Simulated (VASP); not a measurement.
Runs of VASP 6.6.1 on AlSn. The structure is that of space group P-6m2 (No. 187), or close to it. The cells are those of the table. 

```tsv
level	cell	k mesh	share of exact exchange	screening parameter	gap on the mesh (eV)	pressure (GPa)
HSE06	a = 4.226, b = 4.226, c = 3.329 Å, angles 90.0, 90.0, 120.0°, 2 atoms	4 × 4 × 6	0.25	0.2079 1/Å	none	(a)
PBE0	a = 3.994, b = 3.994, c = 3.510 Å, angles 90.0, 90.0, 120.0°, 2 atoms	4 × 4 × 4	0.25	-	none	-0.2
PBE0	a = 4.280, b = 4.280, c = 3.372 Å, angles 90.0, 90.0, 120.0°, 2 atoms	4 × 4 × 4	0.25	-	none	-2.5
HSE06	a = 4.253, b = 4.253, c = 3.350 Å, angles 90.0, 90.0, 120.0°, 2 atoms	4 × 4 × 6	0.25	0.2079 1/Å	none	-2.9
PBEsol-based global hybrid with 25 % exact exchange	a = 4.198, b = 4.198, c = 3.307 Å, angles 90.0, 90.0, 120.0°, 2 atoms	4 × 4 × 4	0.25	-	none	-1.0
PBE0	a = 4.198, b = 4.198, c = 3.307 Å, angles 90.0, 90.0, 120.0°, 2 atoms	4 × 4 × 4	0.25	-	none	0.4
r2SCAN0	a = 4.198, b = 4.198, c = 3.307 Å, angles 90.0, 90.0, 120.0°, 2 atoms	4 × 4 × 4	0.25	-	none	(b)
HF	a = 4.216, b = 4.216, c = 3.511 Å, angles 90.0, 90.0, 120.0°, 2 atoms	4 × 4 × 4	1	-	none	0.9
```

Alike in all rows: task single point; potentials or basis VASP PAW PBE potentials, release 64 (Sn_d, Al); no spin polarisation; cutoff (eV) 520; smearing fermi-dirac 0.05 eV.

Q: Estimate the missing entries.

A: (a) -2.1; (b) -0.3.

Caveats: all runs use coarse meshes; the PAW data sets were made with another functional, which shifts forces and pressure a little; spin-orbit coupling is left out, which moves the levels of the heavy elements.

A k mesh can miss the band edges, and the runs leave out spin-orbit coupling on Sn.

A gap of «none» marks levels without a gap at the run's occupations.
